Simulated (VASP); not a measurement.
MgO (rock salt), 2 atoms in the cell. Symmetry: Fm-3m, No. 225, cubic system. Conventional cell: a = 3.773 Å, b = 3.773 Å, c = 3.773 Å, α = 90.00°, β = 90.00°, γ = 90.00°. Mg (site symmetry m-3m) has 6 O at 1.89 Å within 2.5 Å. O (site symmetry m-3m) has 6 Mg at 1.89 Å within 2.5 Å.  This cell differs from its parent crystal: volume scaled by 0.72.

```yaml
Program: VASP 6.6.1
Task: single point
Functional: PBE
Potentials_or_basis: VASP PAW PBE potentials, release 64 (Mg, O)
Cutoff: 600 eV
k_mesh: 10 × 10 × 10
Occupations: gaussian, width 0.01 eV
Spin: no spin polarisation
Dipole_correction: no
Further_INCAR_settings: ALGO = Normal; EDIFF = 1e-06; NBANDS = 11
```

Potentials or basis: VASP PAW PBE potentials, release 64 (Mg, O).

Run with:

```bash
$ cat potpaw_PBE.64/Mg/POTCAR potpaw_PBE.64/O/POTCAR > POTCAR
$ mpirun -np 1 vasp_std > vasp.out
```

Hardware: 1 thread of Intel Xeon 8259CL, on a shared host.

Q: How long does it take, and how much memory?

A: It took 13 s on 1 thread of Intel Xeon 8259CL, on a shared host, peak memory 0.14 GiB. Counts: scf iterations 12, k points 47.
